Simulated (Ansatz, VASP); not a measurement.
# Bi2Se3 in VASP and in Ansatz

The input INCAR:

```
  ALGO = Normal
  DIPOL = 0.5 0.5 0.500
  EDIFF = 1E-6
  ENCUT = 520
  GGA = PS
  IDIPOL = 3
  ISIF = 2
  ISMEAR = 0
  LASPH = T
  LCHARG = F
  LDIPOL = T
  LREAL = F
  LWAVE = F
  NBANDS = 59
  NELM = 100
  PREC = Accurate
  SIGMA = 0.05
```

File KPOINTS:

```
k-points
0
Gamma
  9 9 1
```

File POSCAR:

```
Bi2Se3
1.0
    4.1303407969      0.0000000000      0.0000000000
   -2.0651703984      3.5769800564      0.0000000000
    0.0000000000      0.0000000000     31.5056190378
Se Bi
6 4
Direct
    0.0000000000      0.0000000000      0.2380527737
    0.6666666667      0.3333333333      0.3485998919
    0.3333333333      0.6666666667      0.4591470101
    0.6666666667      0.3333333333      0.5408529899
    0.3333333333      0.6666666667      0.6514001081
    0.0000000000      0.0000000000      0.7619472263
    0.3333333333      0.6666666667      0.2878051335
    0.0000000000      0.0000000000      0.4093946503
    0.0000000000      0.0000000000      0.5906053497
    0.6666666667      0.3333333333      0.7121948665
```

Input for Ansatz:

```yaml
crystal:
  lattice:
    - [4.1303407969, 0.0, 0.0]
    - [-2.0651703984, 3.5769800564, 0.0]
    - [0.0, 0.0, 31.5056190378]
  atoms:
    - { symbol: Se, position: [0.0, 0.0, 0.2380527737] }
    - { symbol: Bi, position: [0.3333333333, 0.6666666667, 0.2878051335] }
    - { symbol: Se, position: [0.6666666667, 0.3333333333, 0.3485998919] }
    - { symbol: Bi, position: [0.0, 0.0, 0.4093946503] }
    - { symbol: Se, position: [0.3333333333, 0.6666666667, 0.4591470101] }
    - { symbol: Se, position: [0.6666666667, 0.3333333333, 0.5408529899] }
    - { symbol: Bi, position: [0.0, 0.0, 0.5906053497] }
    - { symbol: Se, position: [0.3333333333, 0.6666666667, 0.6514001081] }
    - { symbol: Bi, position: [0.6666666667, 0.3333333333, 0.7121948665] }
    - { symbol: Se, position: [0.0, 0.0, 0.7619472263] }
basis:
  ecutwfc: 420
kpoints:
  mp_grid: { grid: [9, 9, 1] }
hamiltonian:
  xc: pbesol
scf:
  occupations: { method: gaussian, width: 0.05 }
output:
  forces: true
  stress: true
  eigenvalues: true
  write_density: true
  write_potential: true
  elf: true
  volumetric_format: npy
efield:
  axis: 3
  dipole_correction: true
```

Alike in both runs: task single point; functional PBEsol; k mesh 9 × 9 × 1; occupations gaussian, width 0.05 eV; no spin polarisation.

|  | VASP | Ansatz |
| --- | --- | --- |
| version | VASP 6.6.1 | Ansatz 0.2.0 |
| potentials or method | VASP PAW PBE potentials, release 64 (Se, Bi_d), cutoff 520 eV | scalar-relativistic, plane waves, PAW |
| valence electrons in the cell | 96 | 156 |

VASP gave:

```
gap on the k mesh at the Fermi level (eV) : 0.46
least direct gap on the mesh (eV)         : 0.46
rms of the force components (eV/Å)        : 0.035
```

Which values does Ansatz return?

gap on the k mesh at the Fermi level (eV): 0.47; least direct gap on the mesh (eV): 0.47; rms of the force components (eV/Å): 0.039.

VASP's potentials were made for PBE, not for PBEsol. With one functional, cell and mesh, what is left measures potentials, basis and numerics. VASP's potentials hold 96 valence electrons a cell and Ansatz's 156, so a difference there can come from the potentials and not from the codes. Ansatz's warnings: xc potential rough in thin density.

Spin-orbit coupling is off throughout.
